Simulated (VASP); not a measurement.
Here is a VASP 6.6.1 calculation.

Contents of INCAR:

```
  PREC = Accurate
  ENCUT = 520
  EDIFF = 1E-6
  ISMEAR = 0
  SIGMA = 0.15
  LREAL = False
  LASPH = True
  NELM = 80
  ALGO = Normal
  ISIF = 2
  LWAVE = False
  LCHARG = False
  GGA = PS
  NBANDS = 13
```

Contents of KPOINTS:

```
regular mesh
0
Gamma
  20 20 20
```

File POSCAR:

```
W
1.0
   -1.5973000000      1.5973000000      1.5174350000
    1.5973000000     -1.5973000000      1.5174350000
    1.5973000000      1.5973000000     -1.5174350000
W
1
Direct
    0.0000000000      0.0000000000      0.0000000000
```

Potentials or basis: VASP PAW PBE potentials, release 64 (W_sv).

Run with:

```bash
$ cat potpaw_PBE.64/W_sv/POTCAR > POTCAR
$ mpirun -np 1 vasp_std > vasp.out
```

(1) What does it give for the pressure?

(2) What does it give for the band gap on the k mesh?

Results:

(1) 5.5 GPa.

(2) zero (bands 7 and 8 overlap by 6.52 eV).

Caveat: the cell differs from its parent crystal (strain +0.000 along x and y, -0.050 along z); the stress differs along the axes, from -1 to 18 GPa; the PAW data sets were made with another functional, which shifts forces and pressure a little; spin-orbit coupling is left out, which moves the levels of the heavy elements.
